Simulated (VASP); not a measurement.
Input of a VASP 6.6.1 run:

Contents of INCAR:

```
PREC = Accurate
ENCUT = 520
EDIFF = 1E-6
ISMEAR = 1
SIGMA = 0.15
LREAL = False
LASPH = True
NELM = 80
ALGO = Normal
ISIF = 2
LWAVE = False
LCHARG = False
GGA = PS
NBANDS = 12
```

KPOINTS

```
Automatic mesh
0
Gamma
  3 13 2
```

Contents of POSCAR:

```
Cu
1.0
   11.5702539500      0.0000000000      0.0000000000
    0.0000000000      2.2382121000      0.0000000000
   -4.5956239400      0.0000000000     21.7433883500
Cu
1
Direct
    0.5000000000      0.5000000000      0.5000000000
```

Potentials or basis: VASP PAW PBE potentials, release 64 (Cu).

The run is started by

```sh
$ cat potpaw_PBE.64/Cu/POTCAR > POTCAR
$ mpirun -np 1 vasp_std > vasp.out
```

Problem. Predict the pressure.

Solution. 0.0 GPa.

Problem. Estimate the band gap on the k mesh.

Solution. Zero (an odd number of electrons rules out a gap without spin polarisation).

Caveat: the PAW data sets were made with another functional, which shifts forces and pressure a little.
